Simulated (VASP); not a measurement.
# PtSe2 (Sudovikovite) (P-3m1) in VASP: further runs

PtSe2 (Sudovikovite) is run at these levels: LDA; tasks: single point.

Program: VASP 6.6.1. These are calculated values, not measurements. Logs are shortened: lines on timing, memory, paths and dates and some standing lists are left out, and cuts for length are marked.

## 1. The cell of the first run

The structure is trigonal, space group P-3m1 (No. 164). The conventional cell has a = 3.724 Å, b = 3.724 Å, c = 5.062 Å, α = 90.00°, β = 90.00°, γ = 120.00°. Pt (site symmetry -3m) has 6 Se at 2.49 Å within 3.3 Å. Within 3.3 Å of Se (site symmetry 3m) lie 3 Pt at 2.49 Å.

## 2. Single point, LDA

INCAR reads:

```
SYSTEM = PtSe2
PREC = Accurate
ENCUT = 520
EDIFF = 1E-7
ISMEAR = 0
SIGMA = 0.1
LREAL = .False.
LASPH = .True.
NELM = 60
ALGO = Normal
ISIF = 2
LWAVE = .False.
LCHARG = .False.
NBANDS = 18
```

KPOINTS reads:

```
regular mesh
0
Gamma
  9 9 6
  0 0 0
```

POSCAR reads:

```
PtSe2
1.0
    3.7240000000      0.0000000000      0.0000000000
   -1.8620000000      3.2250786037      0.0000000000
    0.0000000000      0.0000000000      5.0620000000
Pt Se
1 2
Direct
    0.0000000000      0.0000000000      0.0000000000
    0.3333333333      0.6666666667      0.2500000000
    0.6666666667      0.3333333333      0.7500000000
```

Potentials or basis: VASP PAW LDA potentials, release 64 (Pt, Se).

Launch:

```sh
> cat potpaw_LDA.64/Pt/POTCAR potpaw_LDA.64/Se/POTCAR > POTCAR
> mpirun -np 1 vasp_std > vasp.out
```

OUTCAR:

```text
SYSTEM = PtSe2
   PREC = Accurate
   ENCUT = 520
   EDIFF = 1E-7
   ISMEAR = 0
   LREAL = .False.
   LASPH = .True.
   NELM = 60
   ISIF = 2

 ion  position               nearest neighbor table
   1  0.000  0.000  0.000-   2 2.49   3 2.49   3 2.49   2 2.49   3 2.49   2 2.49
   2  0.333  0.667  0.250-   1 2.49   1 2.49   1 2.49
   3  0.667  0.333  0.750-   1 2.49   1 2.49   1 2.49

  LATTYP: Found a hexagonal cell.
 ALAT       =     3.7240000000
 C/A-ratio  =     1.3592910849

  Lattice vectors:

 A1 = (   3.7240000000,   0.0000000000,   0.0000000000)
 A2 = (  -1.8620000000,   3.2250786037,   0.0000000000)
 A3 = (   0.0000000000,   0.0000000000,   5.0620000000)

Analysis of symmetry for initial positions (statically):
=====================================================================
 Subroutine PRICEL returns:
 Original cell was already a primitive cell.

 Routine SETGRP: Setting up the symmetry group for a
 hexagonal supercell.

 Subroutine GETGRP returns: Found 12 space group operations
 (whereof 12 operations were pure point group operations)
 out of a pool of 24 trial point group operations.

The static configuration has the point symmetry D_3d.

Analysis of symmetry for dynamics (positions and initial velocities):
=====================================================================
 Subroutine PRICEL returns:
 Original cell was already a primitive cell.

 Routine SETGRP: Setting up the symmetry group for a
 hexagonal supercell.

 Subroutine GETGRP returns: Found 12 space group operations
 (whereof 12 operations were pure point group operations)
 out of a pool of 24 trial point group operations.

The dynamic configuration has the point symmetry D_3d.

 Subroutine INISYM returns: Found 12 space group operations
 (whereof 12 operations are pure point group operations),
 and found     1 'primitive' translations

----------------------------------------------------------------------------------------

                                     Primitive cell

  volume of cell :      60.7956

  direct lattice vectors                    reciprocal lattice vectors
     3.724000000  0.000000000  0.000000000     0.268528464  0.155034981  0.000000000
    -1.862000000  3.225078604  0.000000000     0.000000000  0.310069962  0.000000000
     0.000000000  0.000000000  5.062000000     0.000000000  0.000000000  0.197550375

  length of vectors
     3.724000000  3.724000000  5.062000000     0.310069962  0.310069962  0.197550375

  position of ions in fractional coordinates (direct lattice)
     0.000000000  0.000000000  0.000000000
     0.333333333  0.666666667  0.250000000
     0.666666667  0.333333333  0.750000000

  ion indices of the primitive-cell ions
   primitive index   ion index
                 1           1
                 2           2
                 3           3

----------------------------------------------------------------------------------------

 KPOINTS: regular mesh

Automatic generation of k-mesh.
 Grid dimensions read from file:
 generate k-points for:    9    9    6

 Generating k-lattice:

  Cartesian coordinates                     Fractional coordinates (reciprocal lattice)
     0.029836496  0.017226109  0.000000000     0.111111111  0.000000000  0.000000000
     0.000000000  0.034452218  0.000000000     0.000000000  0.111111111  0.000000000
     0.000000000  0.000000000  0.032925063     0.000000000  0.000000000  0.166666667

  Length of vectors
     0.034452218  0.034452218  0.032925063

  Shift w.r.t. Gamma in fractional coordinates (k-lattice)
     0.000000000  0.000000000  0.000000000

 Subroutine IBZKPT returns following result:
 ===========================================

 Found     62 irreducible k-points:

 Following reciprocal coordinates:
            Coordinates               Weight
  0.000000  0.000000  0.000000      1.000000
  0.111111 -0.000000  0.000000      6.000000
  0.222222 -0.000000  0.000000      6.000000
  0.333333 -0.000000  0.000000      6.000000
  0.444444 -0.000000  0.000000      6.000000
  0.111111  0.111111  0.000000      6.000000
[... 16 lines left out ...]
  0.222222  0.111111  0.166667     12.000000
 -0.111111  0.333333  0.166667     12.000000
 [... further k-points ...]
   k-points           NKPTS =     62   k-points in BZ     NKDIM =     62   number of bands    NBANDS=     18
   number of dos      NEDOS =    301   number of ions     NIONS =      3
   total plane-waves  NPLWV =  31360
   dimension x,y,z NGX =    28 NGY =   28 NGZ =   40
   dimension x,y,z NGXF=    56 NGYF=   56 NGZF=   80
   ions per type =               1   2
   NGX,Y,Z   is equivalent  to a cutoff of  12.50, 12.50, 13.14 a.u.
   NGXF,Y,Z  is equivalent  to a cutoff of  25.00, 25.00, 26.27 a.u.
 SYSTEM =  PtSe2
   PREC   = accura    normal or accurate (medium, high low for compatibility)
   ISTART =      0    job   : 0-new  1-cont  2-samecut
   ICHARG =      2    charge: 1-file 2-atom 10-const
   ISPIN  =      1    spin polarized calculation?
   LNONCOLLINEAR =      F non collinear calculations
   LSORBIT =      F    spin-orbit coupling
   LASPH  =      T    aspherical Exc in radial PAW
   ENCUT  =  520.0 eV  38.22 Ry    6.18 a.u.   6.92  6.92  9.41*2*pi/ulx,y,z
   NELM   =     60;   NELMIN=  2; NELMDL= -5     # of ELM steps
   EDIFF  = 0.1E-06   stopping-criterion for ELM
   LREAL  =      F    real-space projection
   EDIFFG = 0.1E-05   stopping-criterion for IOM
   NSW    =      0    number of steps for IOM
   IBRION =     -1    ionic relax: 0-MD 1-quasi-New 2-CG
   NFREE  =      0    steps in history (QN), initial steepest desc. (CG)
   ISIF   =      2    stress and relaxation
   ISYM   =      2    0-nonsym 1-usesym 2-fastsym
   POTIM  = 0.5000    time-step for ionic-motion
   TEBEG  =    0.0;   TEEND  =   0.0 temperature during run
   PSTRESS=    0.0 pullay stress
   NELECT =      22.0000    total number of electrons
   NUPDOWN=      -1.0000    fix difference up-down
   EMIN   =  10.00;   EMAX   =-10.00  energy-range for DOS
   EFERMI =   0.00;   METHOD = LEGACY
   ISMEAR =     0;   SIGMA  =   0.10  broadening in eV -4-tet -1-fermi 0-gaus
   EFERMI_NEDOS =   21; number of points for ismear=-14 and -15
   IALGO  =     38    algorithm
   IMIX   =      4    mixing-type and parameters
     AMIX     =   0.40;   BMIX     =  1.00
     AMIX_MAG =   1.60;   BMIX_MAG =  1.00
  volume/ion in A,a.u.               =      20.27       136.76
  Fermi-wavevector in a.u.,A,eV,Ry     =   1.166608  2.204570 18.517184  1.360975
  Thomas-Fermi vector in A             =   2.303119
   LORBIT       =      0    0 simple, 1 ext, 2 COOP (PROOUT), +10 PAW based schemes
   GGA     = CA    functional components
   LHFCALC =     F    Hartree Fock is set to
   AEXX    =    0.0000 exact exchange contribution
   IVDW    =     0    specifies the selected vdW correction
   LEPSILON=     F    determine dielectric tensor
   LRPA    =     F    only Hartree local field effects (RPA)
 non-spin polarized calculation
 Gauss-broadening in eV      SIGMA  =   0.10
  energy-cutoff  :      520.00
  volume of cell :       60.80
 maximum number of plane-waves:      1650
   NGX = 13   NGY = 13   NGZ = 19

 number of electron      21.9999998 magnetization

 Free energy of the ion-electron system (eV)
  ---------------------------------------------------
  ext. energy  EPLUGINS =         0.00000000
  ---------------------------------------------------
  free energy    TOTEN  =       -17.06010482 eV

  energy without entropy =      -17.05626152  energy(sigma->0) =      -17.05818317

 E-fermi :   6.5268     XC(G=0): -10.8993

 val. band max:        6.5195702300   @ k =   0.1111  -0.0000   0.0000
 cond. band min:       6.5281471778   @ k =   0.0000   0.3333   0.3333
 fundamental gap:      0.0085769478
 Fermi energy:         6.5267795283

 k-point     1 :       0.0000    0.0000    0.0000
  band No.  band energies     occupation
      1      -9.2147      2.00000
      2      -6.3908      2.00000
      3      -0.6986      2.00000
      4       0.0010      2.00000
      5       0.0010      2.00000
      6       2.4881      2.00000
[... 10 lines left out ...]
     17      13.7493      0.00000
     18      18.2300      0.00000

 k-point     2 :       0.1111   -0.0000    0.0000
  band No.  band energies     occupation
      1      -9.0760      2.00000
      2      -6.4532      2.00000
      3      -0.5341      2.00000
      4       0.0896      2.00000
      5       0.1020      2.00000
      6       2.2904      2.00000
[... 10 lines left out ...]
     17      14.2012      0.00000
     18      16.4461      0.00000

 k-point     3 :       0.2222   -0.0000    0.0000
  band No.  band energies     occupation
      1      -8.6855      2.00000
      2      -6.6174      2.00000
      3      -0.1026      2.00000
      4       0.3158      2.00000
      5       0.4059      2.00000
      6       1.5171      2.00000
[... 10 lines left out ...]
     17      14.8345      0.00000
     18      14.8974      0.00000

 k-point     4 :       0.3333   -0.0000    0.0000
  band No.  band energies     occupation
      1      -8.1293      2.00000
      2      -6.8422      2.00000
      3      -0.0620      2.00000
      4       0.5489      2.00000
      5       0.7399      2.00000
      6       1.1540      2.00000
[... 10 lines left out ...]
     17      14.3628      0.00000
     18      15.2539      0.00000

 k-point     5 :       0.4444   -0.0000    0.0000
  band No.  band energies     occupation
      1      -7.5645      2.00000
      2      -7.1298      2.00000
      3      -0.7467      2.00000
      4       0.6545      2.00000
      5       1.0936      2.00000
      6       2.0237      2.00000
[... 10 lines left out ...]
     17      13.8884      0.00000
     18      17.0373      0.00000

 k-point     6 :       0.1111    0.1111    0.0000
  band No.  band energies     occupation
      1      -8.8111      2.00000
      2      -6.5651      2.00000
      3      -0.2279      2.00000
      4       0.2564      2.00000
      5       0.2859      2.00000
      6       1.9669      2.00000
[... 10 lines left out ...]
     17      15.0496      0.00000
     18      15.0875      0.00000

 k-point     7 :       0.2222    0.1111    0.0000
  band No.  band energies     occupation
      1      -8.3363      2.00000
      2      -6.7499      2.00000
      3       0.2107      2.00000
      4       0.4042      2.00000
      5       0.6633      2.00000
      6       1.0945      2.00000
[... 10 lines left out ...]
     17      14.2138      0.00000
     18      15.5087      0.00000

 k-point     8 :       0.3333    0.1111    0.0000
  band No.  band energies     occupation
      1      -7.7765      2.00000
      2      -6.9782      2.00000
      3      -0.3628      2.00000
      4       0.4945      2.00000
      5       1.0749      2.00000
      6       1.3957      2.00000
[... 10 lines left out ...]
     17      15.1522      0.00000
     18      15.5445      0.00000
[... 229 lines left out ...]
     17      15.1791      0.00000
     18      15.7309      0.00000

 k-point    20 :       0.4444   -0.0000    0.1667
  band No.  band energies     occupation
      1      -7.4347      2.00000
      2      -7.2558      2.00000
      3      -0.7496      2.00000
      4       0.6249      2.00000
      5       1.1856      2.00000
      6       1.6424      2.00000
[... 10 lines left out ...]
     17      14.5738      0.00000
     18      16.3395      0.00000

 k-point    21 :       0.0000    0.4444    0.1667
  band No.  band energies     occupation
      1      -7.6151      2.00000
      2      -7.0336      2.00000
      3      -0.9092      2.00000
      4       0.5783      2.00000
      5       0.6832      2.00000
      6       2.1586      2.00000
[... 10 lines left out ...]
     17      14.9899      0.00000
     18      16.5783      0.00000

 k-point    22 :       0.1111    0.1111    0.1667
  band No.  band energies     occupation
      1      -8.7155      2.00000
      2      -6.7443      2.00000
      3      -0.2702      2.00000
      4       0.2363      2.00000
      5       0.5726      2.00000
      6       1.8891      2.00000
[... 10 lines left out ...]
     17      14.4436      0.00000
     18      15.1338      0.00000

 k-point    23 :       0.2222    0.1111    0.1667
  band No.  band energies     occupation
      1      -8.2384      2.00000
      2      -6.8945      2.00000
      3       0.1045      2.00000
      4       0.4172      2.00000
      5       0.6792      2.00000
      6       1.4455      2.00000
[... 10 lines left out ...]
     17      14.6701      0.00000
     18      15.2676      0.00000

 k-point    24 :      -0.1111    0.3333    0.1667
  band No.  band energies     occupation
      1      -8.2692      2.00000
      2      -6.8300      2.00000
      3      -0.1886      2.00000
      4       0.3368      2.00000
      5       0.8020      2.00000
      6       1.2289      2.00000
[... 10 lines left out ...]
     17      14.2308      0.00000
     18      16.0739      0.00000

 [... further k-points ...]
[... 5 lines left out ...]
  --------------------------------------------------------------------------------------
  -------------------------------------------------------------------------------------
  Total        0.1377828      0.1377828     -0.3520803      0.0000000      0.0000000     -0.0000000
  in kB        3.6310613      3.6310613     -9.2785528      0.0000000      0.0000000     -0.0000000
  external PRESSURE =      -0.6721434 kB  Pullay stress =       0.0000000 kB

 VOLUME and BASIS-vectors are now :
 -----------------------------------------------------------------------------
  energy-cutoff  :      520.00
  volume of cell :       60.80
      direct lattice vectors                 reciprocal lattice vectors
     3.724000000  0.000000000  0.000000000     0.268528464  0.155034981  0.000000000
    -1.862000000  3.225078604  0.000000000     0.000000000  0.310069962  0.000000000
     0.000000000  0.000000000  5.062000000     0.000000000  0.000000000  0.197550375

 POSITION                                       TOTAL-FORCE (eV/Angst)
 -----------------------------------------------------------------------------------
      0.00000      0.00000      0.00000        -0.000000      0.000000     -0.000000
     -0.00000      2.15005      1.26550        -0.000000      0.000000      0.221369
      1.86200      1.07503      3.79650         0.000000     -0.000000     -0.221369
 -----------------------------------------------------------------------------------
    total drift:                               -0.000000     -0.000000     -0.000000

  FREE ENERGIE OF THE ION-ELECTRON SYSTEM (eV)
  ---------------------------------------------------
  free  energy   TOTEN  =       -17.0601048155 eV

  energy  without entropy=      -17.0562615155  energy(sigma->0) =      -17.05818317
```

Run time: 1.8 min. Hardware: 1 thread of AMD EPYC, shared host; peak memory 0.17 GiB.

What came out:

* Free energy: -17.0601 eV
* Pressure: -0.1 GPa
* Largest force: 0.221 eV/Å
* Band gap on the k mesh: zero (band 11 reaches 6.91 eV, above the bottom of band 12 at 6.48 eV)

Forces in eV/Å, atoms in the order of the input:
```
Pt   0.000  0.000  0.000
Se   0.000  0.000  0.221
Se   0.000  0.000 -0.221
```

Caveat: spin-orbit coupling is left out, which moves the levels of the heavy elements.

(Part 1 of 2 ends here.)
